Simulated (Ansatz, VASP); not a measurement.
## Y in VASP and in Ansatz

The input INCAR:

```
SYSTEM = Y
ALGO = Normal
EDIFF = 1E-8
ENCUT = 520
GGA = PE
ISIF = 2
ISMEAR = -1
LASPH = .True.
LCHARG = .False.
LEFG = .True.
LREAL = .False.
LWAVE = .False.
NBANDS = 12
NELM = 80
PREC = Accurate
SIGMA = 0.05
```

Contents of KPOINTS:

```
k-points
0
Gamma
  13 13 13
  0 0 0
```

File POSCAR:

```
Y
1.0
    0.0000000000      2.4975189710      2.4601500000
    2.4975189710      0.0000000000      2.4601500000
    2.4975189710      2.4975189710      0.0000000000
Y
1
Direct
    0.0000000000      0.0000000000      0.0000000000
```

Input for Ansatz:

```yaml
crystal:
  lattice:
    - [0.0, 2.497518971, 2.46015]
    - [2.497518971, 0.0, 2.46015]
    - [2.497518971, 2.497518971, 0.0]
  atoms:
    - { symbol: "Y", position: [0.0, 0.0, 0.0] }
kpoints:
  mp_grid: { grid: [13, 13, 13] }
scf:
  occupations: { method: fermi_dirac, width: 0.05 }
hamiltonian:
  xc: pbe
  pseudopotentials: { kind: paw }
output:
  forces: true
  stress: true
  eigenvalues: true
  efg: { contact_densities: true }
```

Change from the starting cell: z stretched by -1 % at fixed volume, PAW files.

Alike in both runs: task electric field gradients; functional PBE; k mesh 13 × 13 × 13; occupations fermi-dirac, width 0.05 eV; no spin polarisation.

|  | VASP | Ansatz |
| --- | --- | --- |
| version | VASP 6.6.1 | Ansatz 0.2.0 |
| potentials or method | VASP PAW PBE potentials, release 64 (Y_sv) | PAW with Ansatz's default frozen-core files, scalar-relativistic |
| plane-wave cutoff (eV) | 520 | 420 |
| valence electrons in the cell | 11 | 11 |

|  | VASP | Ansatz | Ansatz less VASP |
| --- | --- | --- | --- |
| pressure (GPa) | 2.3 | 2.4 | +0.14 |
| traceless stress, the component that is largest in VASP (GPa) | 0.30 | 0.30 | -0.003 |
| size of Vzz on the site where it differs most (V/Å²) | 1.3 | 1.4 | +0.14 |

The functional is the same, so the differences come from potentials, cutoffs and numerics.
